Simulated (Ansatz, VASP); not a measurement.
## Te2Mo: VASP beside Ansatz

INCAR

```
SYSTEM = Te2Mo
  ALGO = Normal
  EDIFF = 1E-6
  ENCUT = 520
  GGA = PS
  ISIF = 2
  ISMEAR = 1
  LASPH = .TRUE.
  LCHARG = .TRUE.
  LELF = .TRUE.
  LREAL = .FALSE.
  LVHAR = .TRUE.
  LWAVE = .FALSE.
  NBANDS = 20
  NELM = 80
  PREC = Accurate
  SIGMA = 0.1
```

File KPOINTS:

```
k-points
0
G
  6 6 2
  0 0 0
```

The input POSCAR:

```
Te2Mo
1.0
    3.5093897374     -0.0032219213     -0.0103463772
   -1.7574852056      3.0403276426     -0.0020360898
   -0.0511631204     -0.0411360306     17.4681320367
Te Mo
2 1
Direct
    0.3276385654      0.6525123318      0.8973934577
    0.3367526963      0.6582974703      0.1031346549
   -0.0007698162     -0.0113432266      0.0002928865
```

Input for Ansatz:

```yaml
crystal:
  lattice:
    - [3.509389737435899, -0.003221921314659272, -0.010346377204152199]
    - [-1.7574852056171304, 3.0403276426440105, -0.0020360898151568297]
    - [-0.051163120355159776, -0.04113603060861035, 17.468132036730115]
  atoms:
    - { symbol: Te, position: [0.3276385654162003, 0.6525123317805314, 0.8973934577015805] }
    - { symbol: Te, position: [0.3367526962852861, 0.658297470284979, 0.1031346548798178] }
    - { symbol: Mo, position: [-0.0007698162240138991, -0.011343226637543793, 0.0002928865049112204] }
basis:
  ecutwfc: 550.0
kpoints:
  mp_grid:
    grid: [6, 6, 2]
hamiltonian:
  xc: pbesol
  pseudopotentials:
    kind: paw
scf:
  occupations:
    method: cold
    width: 0.1
output:
  forces: true
  stress: true
```

Alike in both runs: task single point; functional PBEsol; k mesh 6 × 6 × 2; no spin polarisation.

|  | VASP | Ansatz |
| --- | --- | --- |
| version | VASP 6.6.1 | Ansatz 0.2.0 |
| potentials or method | VASP PAW PBE potentials, release 64 (Te, Mo_sv), cutoff 520 eV | plane waves, PAW |
| occupations | methfessel-paxton of order 1, width 0.1 eV | cold, width 0.1 eV |
| valence electrons in the cell | 26 | 46 |

|  | VASP | Ansatz | Ansatz less VASP |
| --- | --- | --- | --- |
| rms of the force components (eV/Å) | 0.014 | 0.006 | -0.0080 |

VASP's potentials were made for PBE, not for PBEsol. Atom by atom the forces differ by 0.015 eV/Å (rms over components). VASP's potentials hold 26 valence electrons a cell and Ansatz's 46, so a difference there can come from the potentials and not from the codes.

Spin-orbit coupling is off throughout.
